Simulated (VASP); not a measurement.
The system is BN.

```
N B
1.0
     2.55394    0.00000    0.00000
    -1.27697    2.21178    0.00000
     0.00000    0.00000    4.22685
N B
2 2
Cartesian
  0.0000 1.4745 0.5295
  1.2770 0.7373 2.6430
  0.0000 1.4745 2.1123
  1.2770 0.7373 4.2257
```

Base run:

```yaml
Program: VASP 6.6.1
Functional: PBE
Potentials_or_basis: VASP PAW PBE potentials, release 64 (N, B)
Cutoff: 520 eV
k_mesh: 12 × 12 × 6
Occupations: fermi-dirac, width 0.05 eV
Spin: no spin polarisation
```

Its results: band gap on the k mesh 5.20 eV, indirect (least direct gap 8.23 eV); pressure 0.2 GPa; largest force 0.014 eV/Å.

Task: The run is repeated on the same cell with these changes: functional from PBE to r2SCAN. What comes out?

Result: Band gap on the k mesh 5.72 eV, indirect (least direct gap 8.92 eV); pressure -3.7 GPa; largest force 0.021 eV/Å.

r2SCAN gives the wider gap, since meta-GGAs in the generalised Kohn-Sham scheme recover part of the derivative discontinuity.

Caveats: the PAW data sets were made with another functional, which shifts forces and pressure a little (some runs).

A k mesh can miss the band edges.
